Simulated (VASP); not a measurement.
# Ti2S4N (P1) in VASP: single point with r2SCAN

Aim: the single point of Ti2S4N with r2SCAN.

Program: VASP 6.6.1. These are calculated values, not measurements. Logs are shortened: lines on timing, memory, paths and dates and some standing lists are left out, and cuts for length are marked.

## 1. The cell of the first run

The typed cell holds 7 atoms: a = 5.372 Å, b = 5.399 Å, c = 6.358 Å, α = 63.16°, β = 63.64°, γ = 90.21°.

## 2. Single point, r2SCAN

The input, POSCAR:

```
Ti2S4N
1.0
   -0.0108160000      5.3712050000     -0.0796560000
    5.3980670000     -0.0108160000     -0.0983190000
    2.7855310000      2.7546540000     -5.0079370000
Ti N S
2 1 4
Direct
    0.4980090000      0.4925430000      0.9977790000
    0.7634810000      0.2483580000      0.4784550000
    0.0143310000      0.0080740000      0.9794330000
    0.4022840000      0.4435520000      0.7150180000
    0.5934760000      0.1341290000      0.2911840000
    0.8858230000      0.8569780000      0.7257090000
    0.1433960000      0.5879460000      0.2859340000
```

The input, INCAR.step1:

```
PREC = Accurate
ENCUT = 520
ISMEAR = -5
SIGMA = 0.1
LREAL = False
LASPH = True
NELM = 100
LMAXMIX = 4
GGA = PE
ALGO = Normal
EDIFF = 1E-4
LWAVE = True
LCHARG = False
```

The input, INCAR.step2:

```
PREC = Accurate
ENCUT = 520
EDIFF = 1E-6
ISMEAR = -1
SIGMA = 0.1
LREAL = False
LASPH = True
NELM = 100
ALGO = Normal
ISIF = 2
LWAVE = False
LCHARG = False
LMAXMIX = 4
METAGGA = R2SCAN
LMIXTAU = True
LORBIT = 11
ISTART = 1
```

The input, KPOINTS:

```
Automatic mesh
0
Gamma
  4 4 4
  0 0.5 0.5
```

Potentials or basis: VASP PAW PBE potentials, release 64 (Ti_sv, N, S).

The run is started by

```
$ cat potpaw_PBE.64/Ti_sv/POTCAR potpaw_PBE.64/N/POTCAR potpaw_PBE.64/S/POTCAR > POTCAR
$ cp INCAR.step1 INCAR
$ mpirun -np 1 vasp_std > vasp.out
$ cp INCAR.step2 INCAR
$ mpirun -np 1 vasp_std > vasp.out
```

OUTCAR:

```text
PREC = Accurate
   ENCUT = 520
   EDIFF = 1E-6
   ISMEAR = -1
   LREAL = False
   LASPH = True
   NELM = 100
   ISIF = 2
   METAGGA = R2SCAN
   LORBIT = 11
   ISTART = 1

 ion  position               nearest neighbor table
   1  0.498  0.493  0.998-   4 2.19   6 2.21   7 2.24   5 2.25
   2  0.763  0.248  0.478-   5 2.06   7 2.18   6 2.30   4 2.45
   3  0.014  0.008  0.979-
   4  0.402  0.444  0.715-   1 2.19   2 2.45
   5  0.593  0.134  0.291-   2 2.06   1 2.25
   6  0.886  0.857  0.726-   1 2.21   2 2.30
   7  0.143  0.588  0.286-   2 2.18   1 2.24

  LATTYP: Found a triclinic cell.
 ALAT       =     5.3718065133
 B/A-ratio  =     1.4204472629
 C/A-ratio  =     1.1306242006
 COS(alpha) =     0.0009033294
 COS(beta)  =     0.4163309117
 COS(gamma) =     0.7066542990

  Lattice vectors:

 A1 = (  -0.0108160000,   5.3712050000,  -0.0796560000)
 A2 = (  -5.4088830000,   5.3820210000,   0.0186630000)
 A3 = (   2.6017200000,   2.6057350000,   4.8299620000)

Analysis of symmetry for initial positions (statically):
=====================================================================
 Subroutine PRICEL returns:
 Original cell was already a primitive cell.

 Routine SETGRP: Setting up the symmetry group for a
 triclinic supercell.

 Subroutine GETGRP returns: Found  1 space group operations
 (whereof  1 operations were pure point group operations)
 out of a pool of  2 trial point group operations.

The static configuration has the point symmetry C_1 .

Analysis of symmetry for dynamics (positions and initial velocities):
=====================================================================
 Subroutine PRICEL returns:
 Original cell was already a primitive cell.

 Routine SETGRP: Setting up the symmetry group for a
 triclinic supercell.

 Subroutine GETGRP returns: Found  1 space group operations
 (whereof  1 operations were pure point group operations)
 out of a pool of  2 trial point group operations.

The dynamic configuration has the point symmetry C_1 .

 Subroutine INISYM returns: Found  1 space group operations
 (whereof  1 operations are pure point group operations),
 and found     1 'primitive' translations

----------------------------------------------------------------------------------------

                                     Primitive cell

  volume of cell :     142.5393

  direct lattice vectors                    reciprocal lattice vectors
    -0.010816000  5.371205000 -0.079656000     0.002280077  0.187732784  0.104532084
     5.398067000 -0.010816000 -0.098319000     0.187170993  0.001936659  0.105174132
     2.785531000  2.754654000 -5.007937000    -0.003710927 -0.003024090 -0.203410551

  length of vectors
     5.371806513  5.398973138  6.358202152     0.214885443  0.214705215  0.203466873

  position of ions in fractional coordinates (direct lattice)
     0.498009000  0.492543000  0.997779000
     0.763481000  0.248358000  0.478455000
     0.014331000  0.008074000  0.979433000
     0.402284000  0.443552000  0.715018000
     0.593476000  0.134129000  0.291184000
     0.885823000  0.856978000  0.725709000
     0.143396000  0.587946000  0.285934000

  ion indices of the primitive-cell ions
   primitive index   ion index
                 1           1
                 2           2
                 3           3
                 4           4
                 5           5
                 6           6
                 7           7

----------------------------------------------------------------------------------------

 KPOINTS: Automatic mesh

Automatic generation of k-mesh.
 Grid dimensions read from file:
 generate k-points for:    4    4    4

 Generating k-lattice:

  Cartesian coordinates                     Fractional coordinates (reciprocal lattice)
     0.000570019  0.046933196  0.026133021     0.250000000  0.000000000  0.000000000
     0.046792748  0.000484165  0.026293533    -0.000000000  0.250000000 -0.000000000
    -0.000927732 -0.000756023 -0.050852638     0.000000000  0.000000000  0.250000000

  Length of vectors
     0.053721361  0.053676304  0.050866718

  Shift w.r.t. Gamma in fractional coordinates (k-lattice)
     0.000000000  0.500000000  0.500000000

 Subroutine IBZKPT returns following result:
 ===========================================

 Found     32 irreducible k-points:

 Following reciprocal coordinates:
            Coordinates               Weight
  0.000000  0.125000  0.125000      2.000000
  0.250000  0.125000  0.125000      2.000000
  0.500000  0.125000  0.125000      2.000000
 -0.250000  0.125000  0.125000      2.000000
 -0.000000  0.375000  0.125000      2.000000
  0.250000  0.375000  0.125000      2.000000
[... 16 lines left out ...]
  0.500000  0.375000  0.375000      2.000000
 -0.250000  0.375000  0.375000      2.000000
 [... further k-points ...]
   k-points           NKPTS =     32   k-points in BZ     NKDIM =     32   number of bands    NBANDS=     31
   number of dos      NEDOS =    301   number of ions     NIONS =      7
   total plane-waves  NPLWV =  76800
   dimension x,y,z NGX =    40 NGY =   40 NGZ =   48
   dimension x,y,z NGXF=    80 NGYF=   80 NGZF=   96
   ions per type =               2   1   4
   NGX,Y,Z   is equivalent  to a cutoff of  12.38, 12.32, 12.55 a.u.
   NGXF,Y,Z  is equivalent  to a cutoff of  24.76, 24.63, 25.10 a.u.
 SYSTEM =  unknown system
   PREC   = accura    normal or accurate (medium, high low for compatibility)
   ISTART =      1    job   : 0-new  1-cont  2-samecut
   ICHARG =      0    charge: 1-file 2-atom 10-const
   ISPIN  =      1    spin polarized calculation?
   LNONCOLLINEAR =      F non collinear calculations
   LSORBIT =      F    spin-orbit coupling
   LASPH  =      T    aspherical Exc in radial PAW
   ENCUT  =  520.0 eV  38.22 Ry    6.18 a.u.   9.99 10.04 11.82*2*pi/ulx,y,z
   NELM   =    100;   NELMIN=  2; NELMDL=  0     # of ELM steps
   EDIFF  = 0.1E-05   stopping-criterion for ELM
   LREAL  =      F    real-space projection
   EDIFFG = 0.1E-04   stopping-criterion for IOM
   NSW    =      0    number of steps for IOM
   IBRION =     -1    ionic relax: 0-MD 1-quasi-New 2-CG
   NFREE  =      0    steps in history (QN), initial steepest desc. (CG)
   ISIF   =      2    stress and relaxation
   ISYM   =      2    0-nonsym 1-usesym 2-fastsym
   POTIM  = 0.5000    time-step for ionic-motion
   TEBEG  =    0.0;   TEEND  =   0.0 temperature during run
   PSTRESS=    0.0 pullay stress
   NELECT =      53.0000    total number of electrons
   NUPDOWN=      -1.0000    fix difference up-down
   EMIN   =  10.00;   EMAX   =-10.00  energy-range for DOS
   EFERMI =   0.00;   METHOD = LEGACY
   ISMEAR =    -1;   SIGMA  =   0.10  broadening in eV -4-tet -1-fermi 0-gaus
   EFERMI_NEDOS =   21; number of points for ismear=-14 and -15
   IALGO  =     38    algorithm
   IMIX   =      4    mixing-type and parameters
     AMIX     =   0.40;   BMIX     =  1.00
     AMIX_MAG =   1.60;   BMIX_MAG =  1.00
  volume/ion in A,a.u.               =      20.36       137.41
  Fermi-wavevector in a.u.,A,eV,Ry     =   1.177213  2.224611 18.855381  1.385831
  Thomas-Fermi vector in A             =   2.313564
   LORBIT       =     11    0 simple, 1 ext, 2 COOP (PROOUT), +10 PAW based schemes
   METAGGA = R2SCAN    functional components
   LHFCALC =     F    Hartree Fock is set to
   AEXX    =    0.0000 exact exchange contribution
   IVDW    =     0    specifies the selected vdW correction
   LEPSILON=     F    determine dielectric tensor
   LRPA    =     F    only Hartree local field effects (RPA)
 non-spin polarized calculation
  energy-cutoff  :      520.00
  volume of cell :      142.54
 maximum number of plane-waves:      3852
   NGX = 19   NGY = 21   NGZ = 23

 number of electron      53.0000000 magnetization

 Free energy of the ion-electron system (eV)
  ---------------------------------------------------
  ext. energy  EPLUGINS =         0.00000000
  ---------------------------------------------------
  free energy    TOTEN  =       -67.51771127 eV

  energy without entropy =      -67.36270292  energy(sigma->0) =      -67.44020710

 E-fermi :   4.1839     XC(G=0):  -9.9510

 val. band max:        4.1720216373   @ k =   0.5000  -0.3750   0.3750
 cond. band min:       4.2123871709   @ k =  -0.0000   0.3750   0.1250
 fundamental gap:      0.0403655336
 Fermi energy:         4.1838530246

 k-point     1 :       0.0000    0.1250    0.1250
  band No.  band energies     occupation
      1     -55.6743      2.00000
      2     -55.4908      2.00000
      3     -31.0208      2.00000
      4     -30.9759      2.00000
      5     -30.8677      2.00000
      6     -30.8271      2.00000
[... 23 lines left out ...]
     30       5.2208      0.00006
     31       5.4505      0.00001

 k-point     2 :       0.2500    0.1250    0.1250
  band No.  band energies     occupation
      1     -55.6743      2.00000
      2     -55.4909      2.00000
      3     -31.0211      2.00000
      4     -30.9752      2.00000
      5     -30.8666      2.00000
      6     -30.8299      2.00000
[... 23 lines left out ...]
     30       5.1197      0.00017
     31       5.3808      0.00001

 k-point     3 :       0.5000    0.1250    0.1250
  band No.  band energies     occupation
      1     -55.6743      2.00000
      2     -55.4909      2.00000
      3     -31.0213      2.00000
      4     -30.9748      2.00000
      5     -30.8652      2.00000
      6     -30.8326      2.00000
[... 23 lines left out ...]
     30       5.1835      0.00009
     31       5.4235      0.00001

 k-point     4 :      -0.2500    0.1250    0.1250
  band No.  band energies     occupation
      1     -55.6743      2.00000
      2     -55.4909      2.00000
      3     -31.0210      2.00000
      4     -30.9755      2.00000
      5     -30.8665      2.00000
      6     -30.8297      2.00000
[... 23 lines left out ...]
     30       5.2411      0.00005
     31       5.3556      0.00002

 k-point     5 :      -0.0000    0.3750    0.1250
  band No.  band energies     occupation
      1     -55.6743      2.00000
      2     -55.4909      2.00000
      3     -31.0207      2.00000
      4     -30.9759      2.00000
      5     -30.8684      2.00000
      6     -30.8266      2.00000
[... 23 lines left out ...]
     30       5.1294      0.00016
     31       5.4450      0.00001
[... 542 lines left out ...]
     30       5.1745      0.00010
     31       5.4776      0.00000

 k-point    22 :       0.2500    0.3750    0.3750
  band No.  band energies     occupation
      1     -55.6743      2.00000
      2     -55.4909      2.00000
      3     -31.0209      2.00000
      4     -30.9753      2.00000
      5     -30.8670      2.00000
      6     -30.8296      2.00000
[... 23 lines left out ...]
     30       5.2593      0.00004
     31       5.4565      0.00001

 k-point    23 :       0.5000    0.3750    0.3750
  band No.  band energies     occupation
      1     -55.6743      2.00000
      2     -55.4909      2.00000
      3     -31.0212      2.00000
      4     -30.9746      2.00000
      5     -30.8657      2.00000
      6     -30.8325      2.00000
[... 23 lines left out ...]
     30       5.2159      0.00007
     31       5.7548      0.00000

 k-point    24 :      -0.2500    0.3750    0.3750
  band No.  band energies     occupation
      1     -55.6743      2.00000
      2     -55.4909      2.00000
      3     -31.0209      2.00000
      4     -30.9756      2.00000
      5     -30.8668      2.00000
      6     -30.8295      2.00000
[... 23 lines left out ...]
     30       5.2115      0.00007
     31       5.7332      0.00000

 [... further k-points ...]

------------------------ aborting loop because EDIFF is reached ----------------------------------------

  FORCE on cell =-STRESS in cart. coord.  units (eV):
  Direction    XX          YY          ZZ          XY          YZ          ZX
  --------------------------------------------------------------------------------------
  -------------------------------------------------------------------------------------
  Total        3.0288636      4.7805748      3.9772708      2.4794704     -1.7334677     -0.3584630
  in kB       34.0451713     53.7348367     44.7055018     27.8698574    -19.4846026     -4.0292125
  external PRESSURE =      44.1618366 kB  Pullay stress =       0.0000000 kB

 VOLUME and BASIS-vectors are now :
 -----------------------------------------------------------------------------
  energy-cutoff  :      520.00
  volume of cell :      142.54
      direct lattice vectors                 reciprocal lattice vectors
    -0.010816000  5.371205000 -0.079656000     0.002280077  0.187732784  0.104532084
     5.398067000 -0.010816000 -0.098319000     0.187170993  0.001936659  0.105174132
     2.785531000  2.754654000 -5.007937000    -0.003710927 -0.003024090 -0.203410551

 POSITION                                       TOTAL-FORCE (eV/Angst)
 -----------------------------------------------------------------------------------
      5.43274      5.41812     -5.08491         0.204656      0.252951     -0.561908
      2.66515      5.41610     -2.48131         1.716496      0.783523     -2.832202
      2.77167      2.77489     -4.90687        -0.057404      0.365054      1.054690
      4.38168      4.12558     -3.65642        -1.979291     -0.990740      0.038000
      1.52872      3.98834     -1.51869        -2.305788     -1.495641      1.716623
      6.63793      6.74775     -3.78912         1.048817      1.087157     -0.366402
      3.96870      1.55150     -1.50117         1.372513     -0.002304      0.951199
 -----------------------------------------------------------------------------------
    total drift:                               -0.000668      0.001411      0.000448

  FREE ENERGIE OF THE ION-ELECTRON SYSTEM (eV)
  ---------------------------------------------------
  free  energy   TOTEN  =       -67.5177112673 eV

  energy  without entropy=      -67.3627029238  energy(sigma->0) =      -67.44020710

 total charge

# of ion       s       p       d       tot
------------------------------------------
    1        2.231   6.193   1.971  10.395
    2        2.229   6.198   1.970  10.397
    3        1.388   1.925   0.000   3.313
    4        1.353   2.357   0.000   3.711
    5        1.358   2.453   0.000   3.812
    6        1.351   2.380   0.000   3.732
    7        1.357   2.408   0.000   3.765
--------------------------------------------------
tot         11.269  23.914   3.941  39.124
```

Wall time 4.9 min (1 thread of Intel Xeon 6975P-C (Granite Rapids), shared host); peak memory 0.36 GiB.

What came out:

```
Free energy                                           : -67.5177 eV
Pressure                                              : 4.4 GPa
Largest force                                         : 3.403 eV/Å
Valence electrons inside the program's atomic spheres : Ti 10.39, 10.40; N 3.31; S 3.71, 3.81, 3.73, 3.77
```

Forces on the atoms (eV/Å):
```
Ti   0.205  0.253 -0.562
Ti   1.716  0.784 -2.832
N   -0.057  0.365  1.055
S   -1.979 -0.991  0.038
S   -2.306 -1.496  1.717
S    1.049  1.087 -0.366
S    1.373 -0.002  0.951
```

Stress tensor (GPa, compression positive):
```
 3.40  2.79 -0.40
 2.79  5.37 -1.95
-0.40 -1.95  4.47
```

Levels at points of the mesh, in eV from the Fermi level:
| k point | band 25 | band 26 | band 27 | band 28 | band 29 | band 30 |
| --- | --- | --- | --- | --- | --- | --- |
| (0.00, 0.12, 0.12) | -2.46 | -0.65 | 0.43 | 0.82 | 0.95 | 1.04 |

Caveat: the PAW data sets were made with another functional, which shifts forces and pressure a little.
